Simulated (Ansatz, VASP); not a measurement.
**InSb in VASP and in Ansatz**

INCAR

```
SYSTEM = InSb
PREC = Accurate
ENCUT = 520
EDIFF = 1E-6
ISMEAR = -1
SIGMA = 0.03
LREAL = .FALSE.
LASPH = .TRUE.
NELM = 80
ALGO = Normal
ISIF = 2
LWAVE = .FALSE.
LCHARG = .TRUE.
GGA = PE
LELF = .TRUE.
LVHAR = .TRUE.
NBANDS = 16
```

KPOINTS

```
regular mesh
0
G
  10 10 10
  0 0 0
```

The input POSCAR:

```
InSb
1.0
    0.0000000000      3.2391000000      3.1419270000
    3.2391000000      0.0000000000      3.1419270000
    3.2391000000      3.2391000000      0.0000000000
In Sb
1 1
Direct
    0.0000000000      0.0000000000      0.0000000000
    0.7500000000      0.7500000000      0.7500000000
```

Input for Ansatz:

```yaml
crystal:
  lattice:
    - [0.0, 3.2391, 3.141927]
    - [3.2391, 0.0, 3.141927]
    - [3.2391, 3.2391, 0.0]
  atoms:
    - { symbol: In, position: [0.0, 0.0, 0.0] }
    - { symbol: Sb, position: [0.75, 0.75, 0.75] }
kpoints:
  mp_grid: { grid: [10, 10, 10] }
  band_path:
    path:
      - [0.0, 0.0, 0.0]
      - [0.0, 0.5, 0.5]
      - [0.25, 0.75, 0.5]
      - [0.0, 0.5, 0.0]
      - [0.0, 0.0, 0.0]
      - [0.5, 0.5, 0.0]
      - [0.3828515251, 0.6171484749, 0.0]
      - [-0.3828515251, 0.3828515251, 0.0]
      - [0.0, 0.0, 0.0]
    npoints: 5
scf:
  occupations: { method: fermi_dirac, width: 0.03 }
hamiltonian:
  xc: pbe
  pseudopotentials: { kind: all_electron, lapw: { basis_error: 0.00025 } }
output:
  forces: true
  stress: true
  eigenvalues: true
```

Change from the starting cell: zz strain of -3 %.

Alike in both runs: task single point; functional PBE; k mesh 10 × 10 × 10; occupations fermi-dirac, width 0.03 eV; no spin polarisation.

```csv
,VASP,Ansatz
version,VASP 6.6.1,Ansatz 0.2.0
potentials or method,"VASP PAW PBE potentials, release 64 (In_d, Sb), cutoff 520 eV","all-electron LAPW, scalar-relativistic"
```

```tsv
	VASP	Ansatz	Ansatz less VASP
pressure (GPa)	4.8	4.8	+0.04
traceless stress, the component that is largest in VASP (GPa)	0.46	0.46	-0.002
```

Ansatz ran all-electron here, and VASP with PAW potentials.

Neither program's run includes spin-orbit coupling.
